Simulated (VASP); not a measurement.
The system is Y.

```xyz
2
Lattice="3.6474 0.0000 0.0000 -1.8237 3.1587 0.0000 0.0000 0.0000 5.7306" Properties=species:S:1:pos:R:3 pbc="T T T"
Y     0.0000    2.1058    1.4326
Y     1.8237    1.0529    4.2980
```

| Quantity | Value |
| --- | --- |
| Program | VASP 6.6.1 |
| Task | relaxation of cell and atoms |
| Functional | LDA |
| Potentials or basis | VASP PAW LDA potentials, release 64 (Y_sv) |
| Cutoff | 600 eV |
| k mesh | 7 × 7 × 4 |
| Occupations | fermi-dirac, width 0.1 eV |
| Spin | no spin polarisation |

At the start: pressure -3.8 GPa; volume 33.01 Å³/atom.

How do energy, volume and symmetry change on relaxing?

Over 3 steps the energy falls by 38.0 meV/atom and the volume is 30.00 Å³/atom (-9.1 %); space group P6_3/mmc (No. 194, to 0.05 Å).

Step by step:
| step | energy change (eV) | largest force (eV/Å) | pressure (GPa) | volume (Å³) |
| --- | --- | --- | --- | --- |
| 1 | 0.0000 | 0.0000 | -3.77 | 66.02 |
| 2 | -0.0730 | 0.0000 | 0.91 | 58.88 |
| 3 | -0.0760 | 0.0000 | 0.00 | 59.99 |

Final structure:
```xyz
2
Lattice="3.5376 0.0000 0.0000 -1.7688 3.0636 0.0000 0.0000 0.0000 5.5355" Properties=species:S:1:pos:R:3 pbc="T T T"
Y     0.0000    2.0424    1.3839
Y     1.7688    1.0212    4.1517
```
